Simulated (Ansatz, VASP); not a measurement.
## One calculation of Si2Mo, two programs

```
Si Mo
1.0
     4.55081    0.00000    0.00000
    -2.27541    3.94112    0.00000
     0.00000    0.00000    6.53177
Si Mo
6 3
Direct
  0.16423 0.83577 0.83333
  0.32845 0.16423 0.16667
  0.83577 0.67155 0.50000
  0.83577 0.16423 0.83333
  0.67155 0.83577 0.16667
  0.16423 0.32845 0.50000
  0.50000 0.00000 0.50000
  0.00000 0.50000 0.16667
  0.50000 0.50000 0.83333
```

Alike in both runs: functional LDA; k mesh 9 × 9 × 6; occupations gaussian, width 0.01 eV; no spin polarisation.

Ansatz relaxed the structure, and its values are those at the end. VASP's run is a single point on that final structure, the one shown.

|  | VASP | Ansatz |
| --- | --- | --- |
| version | VASP 6.6.1 | Ansatz 0.2.0 |
| potentials or method | VASP PAW LDA potentials, release 64 (Si, Mo_sv), cutoff 500 eV | scalar-relativistic, plane waves, PAW |
| valence electrons in the cell | 66 | 66 |

VASP gave:

* gap on the k mesh at the Fermi level (eV): 0.15
* least direct gap on the mesh (eV): 0.58
* pressure (GPa): 0.6

Estimate Ansatz's values.

gap on the k mesh at the Fermi level (eV): 0.15; least direct gap on the mesh (eV): 0.58; pressure (GPa): 0.0.

Ansatz warns that its potentials were made for another functional, while VASP's fit it. LDA's correlation is that of Perdew and Zunger in VASP and of Perdew and Wang (1992) in Ansatz.
